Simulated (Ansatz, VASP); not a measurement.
Two plane-wave programs on Sn3C2

```
CELL_PARAMETERS angstrom
1.75686 1.01432 8.09068
-1.75686 1.01432 8.09068
0.00000 -2.02864 8.09068
ATOMIC_POSITIONS crystal
Sn 0.00000 0.00000 0.00000
Sn 0.22151 0.22151 0.22151
Sn 0.77849 0.77849 0.77849
C 0.39769 0.39769 0.39769
C 0.60231 0.60231 0.60231
```

Alike in both runs: functional PBE; k mesh 12 × 12 × 12; occupations gaussian, width 0.1 eV; no spin polarisation.

Ansatz relaxed the structure, and its values are those at the end. VASP's run is a single point on that final structure, the one shown.

```csv
,VASP,Ansatz
version,VASP 6.6.1,Ansatz 0.2.0
potentials or method,"VASP PAW PBE potentials, release 64 (Sn_d, C), cutoff 520 eV","scalar-relativistic, plane waves, PAW"
valence electrons in the cell,50,50
```

VASP gave:

| Quantity | Value |
| --- | --- |
| gap on the k mesh at the Fermi level (eV) | none |
| pressure (GPa) | 0.0 |
| rms of the force components (eV/Å) | 0.004 |

Question: Which values does Ansatz return?

Answer: gap on the k mesh at the Fermi level (eV): none; pressure (GPa): 0.0; rms of the force components (eV/Å): 0.000.

A gap of «none» marks a metal or a gap that the smearing closes.
